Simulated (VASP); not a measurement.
Runs of VASP 6.6.1 on Fe. The structure is that of space group Fm-3m (No. 225), or close to it. The cells are those of the table. 

| cell | gap on the mesh (eV) | pressure (GPa) | moment (μB) |
| --- | --- | --- | --- |
| a = 2.602 Å, angles 60.0°, 1 atom | none | -4.7 | 2.66 |
| a = 2.636 Å, angles 60.0°, 1 atom | none | -9.7 | 2.70 |
| a = 2.550 Å, angles 60.0°, 1 atom | none | 3.0 | 2.50 |
| a = 2.532 Å, angles 60.0°, 1 atom | none | (d) | 1.56 |
| a = 2.568 Å, angles 60.0°, 1 atom | none | -0.1 | (a) |
| a = 2.585 Å, angles 60.0°, 1 atom | none | -2.3 | (c) |
| a = 2.619 Å, angles 60.0°, 1 atom | none | (b) | 2.69 |

Alike in all rows: task single point; level PBE; potentials or basis VASP PAW PBE potentials, release 64 (Fe); spin collinear, ferromagnetic start; k mesh 12 × 12 × 12; cutoff (eV) 520; smearing fermi-dirac 0.05 eV.

**Question.** Estimate the missing entries.

**Answer.** (a) 2.55; (b) -7.6; (c) 2.61; (d) -11.0.

A gap of «none» marks levels without a gap at the run's occupations.
